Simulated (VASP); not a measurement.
A run of VASP 6.6.1:

INCAR

```
SYSTEM = CuO
PREC = Accurate
ENCUT = 600
EDIFF = 1E-6
ISMEAR = 0
SIGMA = 0.05
LREAL = .FALSE.
LASPH = .TRUE.
NELM = 200
ALGO = Normal
ISIF = 2
LWAVE = .FALSE.
LCHARG = .FALSE.
ISPIN = 2
MAGMOM = 0.4 0.4 0.4 0.4 0.69 0.69 0.69 0.69
LORBIT = 11
NUPDOWN = 4.0
LMAXMIX = 4
LDAU = .TRUE.
LDAUTYPE = 2
LDAUL = 2 -1
LDAUU = 8 0
LDAUJ = 0 0
LDAUPRINT = 1
GGA = CA
NBANDS = 48
GGA_COMPAT = .FALSE.
```

KPOINTS

```
regular mesh
0
G
  7 7 2
  0 0 0
```

Contents of POSCAR:

```
CuO
1.0
    3.1795331000      0.0000000000      0.0000000000
   -1.5897665500      2.7535564400      0.0000000000
    0.0000000000      0.0000000000      8.8629814600
Cu O
4 4
Direct
    0.0000000000      0.0000000000      0.0000000000
    0.0000000000      0.0000000000      0.2500000000
    0.0000000000      0.0000000000      0.5000000000
    0.0000000000      0.0000000000      0.7500000000
    0.3333333333      0.6666666667      0.1250000000
    0.6666666667      0.3333333333      0.3750000000
    0.3333333333      0.6666666667      0.6250000000
    0.6666666667      0.3333333333      0.8750000000
```

Potentials or basis: VASP PAW LDA potentials, release 64 (Cu, O).

Run with:

```sh
$ cat potpaw_LDA.64/Cu/POTCAR potpaw_LDA.64/O/POTCAR > POTCAR
$ mpirun -np 1 vasp_std > vasp.out
```

Hardware: 1 thread of Oxide Virtual Turin-like Processor (shared host).

Q: Estimate the wall time of this run.

A: Run time: 5 min on 1 thread of Oxide Virtual Turin-like Processor, on a shared host, peak memory 0.22 GiB. Counts: scf iterations 16, k points 16.
